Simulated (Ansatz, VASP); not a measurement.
# One calculation of TiO2, two programs

```xyz
12
Lattice="6.1536 -1.8835 0.0000 6.1536 1.8835 0.0000 -1.9283 0.0000 6.3290" Properties=species:S:1:pos:R:3 pbc="T T T"
Ti   10.5189    0.0000    1.8329
Ti    1.8562    0.0000    1.7959
Ti   -0.1400    0.0000    4.4961
Ti    8.5226    0.0000    4.5330
O     3.8886    0.0000    1.8569
O     1.9846    0.0000    4.1297
O     8.7534    0.0000    6.2992
O     8.3943    0.0000    2.1993
O    10.3741    0.0000    3.9874
O     1.6255    0.0000    0.0298
O     6.4903    0.0000    4.4721
O     0.0047    0.0000    2.3416
```

Alike in both runs: functional BLYP; k mesh 8 × 8 × 4; occupations fermi-dirac, width 0.05 eV; no spin polarisation.

|  | VASP | Ansatz |
| --- | --- | --- |
| version | VASP 6.6.1 | Ansatz 0.2.0 |
| potentials or method | VASP PAW PBE potentials, release 64 (Ti_sv, O) | Ansatz PAW |
| plane-wave cutoff (eV) | 520 | 420 |
| valence electrons in the cell | 96 | 96 |
| task | single point | band structure |

|  | VASP | Ansatz | Ansatz less VASP |
| --- | --- | --- | --- |
| gap on the k mesh at the Fermi level (eV) | 2.71 | 2.73 | +0.027 |
| least direct gap on the mesh (eV) | 2.88 | 2.90 | +0.026 |
| pressure (GPa) | 4.2 | 3.2 | -1.03 |
| traceless stress, the component that is largest in VASP (GPa) | -0.32 | -0.15 | +0.164 |
| rms of the force components (eV/Å) | 0.046 | 0.073 | +0.0267 |

VASP's potentials were made for PBE, not for BLYP. Atom by atom the forces differ by 0.049 eV/Å (rms over components).
